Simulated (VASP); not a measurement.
# Ba (P6/mmm) in VASP: further runs

Runs on Ba. Level: r2SCAN. Tasks: single point.

Everything below comes from runs of VASP 6.6.1. Logs are shortened: lines on timing, memory, paths and dates and some standing lists are left out, and cuts for length are marked.

## Step 1: The cell of the first run

Symmetry: P6/mmm, No. 191, hexagonal system. Conventional cell: a = 4.239 Å, b = 4.239 Å, c = 3.847 Å, α = 90.00°, β = 90.00°, γ = 120.00°. Within 5.1 Å of Ba (site symmetry 6/mmm) lie 8 Ba at 3.85 to 4.24 Å.

This isn't the form of Ba at room conditions, which is bcc.

## Step 2: Single point, r2SCAN

The input, POSCAR:

```
Ba
1.0
    4.2385216762      0.0000000000      0.0000000000
   -2.1192608381      3.6706671951      0.0000000000
    0.0000000000      0.0000000000      3.8470711498
Ba
1
Direct
    0.0000000000      0.0000000000      0.0000000000
```

The input, INCAR.step1:

```
PREC     = Accurate       # precision mode
ENCUT    = 520            # plane-wave cutoff, eV
ISMEAR   = 1              # smearing method
SIGMA    = 0.1            # smearing width, eV
LREAL    = F              # projectors in reciprocal space
LASPH    = T              # aspherical terms in the spheres
NELM     = 80             # most SCF steps
NBANDS   = 11             # bands
GGA      = PE             # functional
ALGO     = Normal         # electronic algorithm
EDIFF    = 1E-4           # SCF threshold, eV
LWAVE    = T              # write WAVECAR
LCHARG   = F              # write CHGCAR
```

The input, INCAR.step2:

```
PREC     = Accurate       # precision mode
ENCUT    = 520            # plane-wave cutoff, eV
EDIFF    = 1E-6           # SCF threshold, eV
ISMEAR   = 1              # smearing method
SIGMA    = 0.1            # smearing width, eV
LREAL    = F              # projectors in reciprocal space
LASPH    = T              # aspherical terms in the spheres
NELM     = 80             # most SCF steps
ALGO     = Normal         # electronic algorithm
ISIF     = 2              # what is computed and relaxed
LWAVE    = F              # write WAVECAR
LCHARG   = F              # write CHGCAR
METAGGA  = R2SCAN         # meta-GGA
LMIXTAU  = T            
NBANDS   = 11             # bands
ISTART   = 1
```

The input, KPOINTS:

```
Automatic mesh
0
Gamma
  8 8 7
```

Potentials or basis: VASP PAW PBE potentials, release 64 (Ba_sv).

Run with:

```console
cat potpaw_PBE.64/Ba_sv/POTCAR > POTCAR
cp INCAR.step1 INCAR
mpirun -np 1 vasp_std > vasp.out
cp INCAR.step2 INCAR
mpirun -np 1 vasp_std > vasp.out
```

OUTCAR:

```text
PREC = Accurate
   ENCUT = 520
   EDIFF = 1E-6
   ISMEAR = 1
   LREAL = F
   LASPH = T
   NELM = 80
   ISIF = 2
   METAGGA = R2SCAN
   ISTART = 1

 ion  position               nearest neighbor table
   1  0.000  0.000  0.000-

  LATTYP: Found a hexagonal cell.
 ALAT       =     4.2385216762
 C/A-ratio  =     0.9076445619

  Lattice vectors:

 A1 = (   4.2385216762,   0.0000000000,   0.0000000000)
 A2 = (  -2.1192608381,   3.6706671951,   0.0000000000)
 A3 = (   0.0000000000,   0.0000000000,   3.8470711498)

Analysis of symmetry for initial positions (statically):
=====================================================================
 Subroutine PRICEL returns:
 Original cell was already a primitive cell.

 Routine SETGRP: Setting up the symmetry group for a
 hexagonal supercell.

 Subroutine GETGRP returns: Found 24 space group operations
 (whereof 24 operations were pure point group operations)
 out of a pool of 24 trial point group operations.

The static configuration has the point symmetry D_6h.

Analysis of symmetry for dynamics (positions and initial velocities):
=====================================================================
 Subroutine PRICEL returns:
 Original cell was already a primitive cell.

 Routine SETGRP: Setting up the symmetry group for a
 hexagonal supercell.

 Subroutine GETGRP returns: Found 24 space group operations
 (whereof 24 operations were pure point group operations)
 out of a pool of 24 trial point group operations.

The dynamic configuration has the point symmetry D_6h.

 Subroutine INISYM returns: Found 24 space group operations
 (whereof 24 operations are pure point group operations),
 and found     1 'primitive' translations

----------------------------------------------------------------------------------------

                                     Primitive cell

  volume of cell :      59.8535

  direct lattice vectors                    reciprocal lattice vectors
     4.238521676  0.000000000  0.000000000     0.235931317  0.136215019  0.000000000
    -2.119260838  3.670667195  0.000000000     0.000000000  0.272430037  0.000000000
     0.000000000  0.000000000  3.847071150     0.000000000  0.000000000  0.259938005

  length of vectors
     4.238521676  4.238521459  3.847071150     0.272430023  0.272430037  0.259938005

  position of ions in fractional coordinates (direct lattice)
     0.000000000  0.000000000  0.000000000

  ion indices of the primitive-cell ions
   primitive index   ion index
                 1           1

----------------------------------------------------------------------------------------

 KPOINTS: Automatic mesh

Automatic generation of k-mesh.
 Grid dimensions read from file:
 generate k-points for:    8    8    7

 Generating k-lattice:

  Cartesian coordinates                     Fractional coordinates (reciprocal lattice)
     0.029491415  0.017026877  0.000000000     0.125000000  0.000000000  0.000000000
     0.000000000  0.034053755  0.000000000     0.000000000  0.125000000  0.000000000
     0.000000000  0.000000000  0.037134001     0.000000000  0.000000000  0.142857143

  Length of vectors
     0.034053753  0.034053755  0.037134001

  Shift w.r.t. Gamma in fractional coordinates (k-lattice)
     0.000000000  0.000000000  0.000000000

 Subroutine IBZKPT returns following result:
 ===========================================

 Found     40 irreducible k-points:

 Following reciprocal coordinates:
            Coordinates               Weight
  0.000000  0.000000  0.000000      1.000000
  0.125000 -0.000000  0.000000      6.000000
  0.250000 -0.000000  0.000000      6.000000
  0.375000  0.000000  0.000000      6.000000
  0.500000 -0.000000  0.000000      3.000000
  0.125000  0.125000  0.000000      6.000000
[... 16 lines left out ...]
  0.250000 -0.000000  0.285714     12.000000
  0.375000  0.000000  0.285714     12.000000
 [... further k-points ...]
   k-points           NKPTS =     40   k-points in BZ     NKDIM =     40   number of bands    NBANDS=     11
   number of dos      NEDOS =    301   number of ions     NIONS =      1
   total plane-waves  NPLWV =  30720
   dimension x,y,z NGX =    32 NGY =   32 NGZ =   30
   dimension x,y,z NGXF=    64 NGYF=   64 NGZF=   60
   ions per type =               1
   NGX,Y,Z   is equivalent  to a cutoff of  12.55, 12.55, 12.96 a.u.
   NGXF,Y,Z  is equivalent  to a cutoff of  25.10, 25.10, 25.93 a.u.
 SYSTEM =  unknown system
   PREC   = accura    normal or accurate (medium, high low for compatibility)
   ISTART =      1    job   : 0-new  1-cont  2-samecut
   ICHARG =      0    charge: 1-file 2-atom 10-const
   ISPIN  =      1    spin polarized calculation?
   LNONCOLLINEAR =      F non collinear calculations
   LSORBIT =      F    spin-orbit coupling
   LASPH  =      T    aspherical Exc in radial PAW
   ENCUT  =  520.0 eV  38.22 Ry    6.18 a.u.   7.88  7.88  7.15*2*pi/ulx,y,z
   NELM   =     80;   NELMIN=  2; NELMDL=  0     # of ELM steps
   EDIFF  = 0.1E-05   stopping-criterion for ELM
   LREAL  =      F    real-space projection
   EDIFFG = 0.1E-04   stopping-criterion for IOM
   NSW    =      0    number of steps for IOM
   IBRION =     -1    ionic relax: 0-MD 1-quasi-New 2-CG
   NFREE  =      0    steps in history (QN), initial steepest desc. (CG)
   ISIF   =      2    stress and relaxation
   ISYM   =      2    0-nonsym 1-usesym 2-fastsym
   POTIM  = 0.5000    time-step for ionic-motion
   TEBEG  =    0.0;   TEEND  =   0.0 temperature during run
   PSTRESS=    0.0 pullay stress
   NELECT =      10.0000    total number of electrons
   NUPDOWN=      -1.0000    fix difference up-down
   EMIN   =  10.00;   EMAX   =-10.00  energy-range for DOS
   EFERMI =   0.00;   METHOD = LEGACY
   ISMEAR =     1;   SIGMA  =   0.10  broadening in eV -4-tet -1-fermi 0-gaus
   EFERMI_NEDOS =   21; number of points for ismear=-14 and -15
   IALGO  =     38    algorithm
   IMIX   =      4    mixing-type and parameters
     AMIX     =   0.40;   BMIX     =  1.00
     AMIX_MAG =   1.60;   BMIX_MAG =  1.00
  volume/ion in A,a.u.               =      59.85       403.91
  Fermi-wavevector in a.u.,A,eV,Ry     =   0.901664  1.703899 11.061520  0.812999
  Thomas-Fermi vector in A             =   2.024773
   LORBIT       =      0    0 simple, 1 ext, 2 COOP (PROOUT), +10 PAW based schemes
   METAGGA = R2SCAN    functional components
   LHFCALC =     F    Hartree Fock is set to
   AEXX    =    0.0000 exact exchange contribution
   IVDW    =     0    specifies the selected vdW correction
   LEPSILON=     F    determine dielectric tensor
   LRPA    =     F    only Hartree local field effects (RPA)
 non-spin polarized calculation
 Methfessel and Paxton  Order N= 1 SIGMA  =   0.10
  energy-cutoff  :      520.00
  volume of cell :       59.85
 maximum number of plane-waves:      1625
 NGX is ok and might be reduce to    32
   NGX = 15   NGY = 15   NGZ = 15

 number of electron       9.9999999 magnetization

 Free energy of the ion-electron system (eV)
  ---------------------------------------------------
  ext. energy  EPLUGINS =         0.00000000
  ---------------------------------------------------
  free energy    TOTEN  =       -26.28543108 eV

  energy without entropy =      -26.28517231  energy(sigma->0) =      -26.28534482

 E-fermi :   2.0252     XC(G=0):  -7.9807

 val. band max:        1.9326955226   @ k =   0.3750   0.2500   0.0000
 cond. band min:       2.0681572776   @ k =   0.3750   0.1250   0.2857
 fundamental gap:      0.1354617550
 Fermi energy:         2.0251513010

 k-point     1 :       0.0000    0.0000    0.0000
  band No.  band energies     occupation
      1     -28.1997      2.00000
      2     -12.6864      2.00000
      3     -12.6864      2.00000
      4     -12.5541      2.00000
      5      -0.8870      2.00000
      6       2.2326     -0.01248
      7       3.8405     -0.00000
      8       3.8405     -0.00000
      9       7.3208      0.00000
     10       7.3208      0.00000
     11       8.3852      0.00000

 k-point     2 :       0.1250   -0.0000    0.0000
  band No.  band energies     occupation
      1     -28.1917      2.00000
      2     -12.7775      2.00000
      3     -12.7064      2.00000
      4     -12.5446      2.00000
      5      -0.5979      2.00000
      6       2.3537     -0.00003
      7       3.4054     -0.00000
      8       4.1305      0.00000
      9       6.7791      0.00000
     10       7.2458      0.00000
     11       9.2612      0.00000

 k-point     3 :       0.2500   -0.0000    0.0000
  band No.  band energies     occupation
      1     -28.1724      2.00000
      2     -12.9882      2.00000
      3     -12.7540      2.00000
      4     -12.5215      2.00000
      5       0.1254      2.00000
      6       2.4678     -0.00000
      7       2.9317     -0.00000
      8       4.9634      0.00000
      9       5.9462      0.00000
     10       7.0754      0.00000
     11       9.5334      0.00000

 k-point     4 :       0.3750    0.0000    0.0000
  band No.  band energies     occupation
      1     -28.1529      2.00000
      2     -13.1876      2.00000
      3     -12.8007      2.00000
      4     -12.4982      2.00000
      5       0.8130      2.00000
      6       2.3283     -0.00016
      7       3.0983     -0.00000
      8       5.3626      0.00000
      9       6.2015      0.00000
     10       6.9177      0.00000
     11       8.6954      0.00000
[... 239 lines left out ...]
 k-point    22 :       0.1250   -0.0000    0.2857
  band No.  band energies     occupation
      1     -28.1419      2.00000
      2     -13.0979      2.00000
      3     -12.7184      2.00000
      4     -12.6521      2.00000
      5       0.4609      2.00000
      6       3.1573     -0.00000
      7       3.8529     -0.00000
      8       4.4914      0.00000
      9       5.2707      0.00000
     10       5.4440      0.00000
     11       8.6757      0.00000

 k-point    23 :       0.2500   -0.0000    0.2857
  band No.  band energies     occupation
      1     -28.1231      2.00000
      2     -13.0635      2.00000
      3     -12.9162      2.00000
      4     -12.6976      2.00000
      5       0.9676      2.00000
      6       2.7646     -0.00000
      7       3.8494     -0.00000
      8       4.9053      0.00000
      9       4.9322      0.00000
     10       5.5381      0.00000
     11       9.0153      0.00000

 k-point    24 :       0.3750    0.0000    0.2857
  band No.  band energies     occupation
      1     -28.1042      2.00000
      2     -13.1091      2.00000
      3     -13.0239      2.00000
      4     -12.7424      2.00000
      5       1.3273      2.00000
      6       2.1104     -0.00470
      7       4.6301      0.00000
      8       4.7842      0.00000
      9       4.9736      0.00000
     10       6.6112      0.00000
     11       8.5608      0.00000

 [... further k-points ...]

------------------------ aborting loop because EDIFF is reached ----------------------------------------

  FORCE on cell =-STRESS in cart. coord.  units (eV):
  Direction    XX          YY          ZZ          XY          YZ          ZX
  --------------------------------------------------------------------------------------
  -------------------------------------------------------------------------------------
  Total        0.1685430      0.1685430      0.1752028      0.0000000      0.0000000      0.0000000
  in kB        4.5116121      4.5116115      4.6898817      0.0000000      0.0000000      0.0000000
  external PRESSURE =       4.5710351 kB  Pullay stress =       0.0000000 kB

 VOLUME and BASIS-vectors are now :
 -----------------------------------------------------------------------------
  energy-cutoff  :      520.00
  volume of cell :       59.85
      direct lattice vectors                 reciprocal lattice vectors
     4.238521676  0.000000000  0.000000000     0.235931317  0.136215019  0.000000000
    -2.119260838  3.670667195  0.000000000     0.000000000  0.272430037  0.000000000
     0.000000000  0.000000000  3.847071150     0.000000000  0.000000000  0.259938005

 POSITION                                       TOTAL-FORCE (eV/Angst)
 -----------------------------------------------------------------------------------
      0.00000      0.00000      0.00000        -0.000000      0.000000      0.000000
 -----------------------------------------------------------------------------------
    total drift:                               -0.000000     -0.000000     -0.000000

  FREE ENERGIE OF THE ION-ELECTRON SYSTEM (eV)
  ---------------------------------------------------
  free  energy   TOTEN  =       -26.2854310782 eV

  energy  without entropy=      -26.2851723105  energy(sigma->0) =      -26.28534482
```

Wall time 66 s (1 thread of AMD EPYC 7R13 (Zen 3), shared host); peak memory 0.15 GiB.

Results:

| Item | Value |
| --- | --- |
| Free energy | -26.2854 eV |
| Pressure | 0.5 GPa |
| Band gap on the k mesh | zero (bands 5 and 6 overlap by 0.34 eV) |

Levels at points of the mesh, in eV from the Fermi level:
```tsv
k point	band 3	band 4	band 5	band 6	band 7	band 8
(0.00, 0.00, 0.00)	-14.71	-14.58	-2.91	0.21	1.82	1.82
(0.50, 0.00, 0.00)	-14.85	-14.51	-1.04	0.58	0.98	3.13
```

Caveat: the PAW data sets were made with another functional, which shifts forces and pressure a little; spin-orbit coupling is left out, which moves the levels of the heavy elements.

(Part 1 of 2 ends here.)
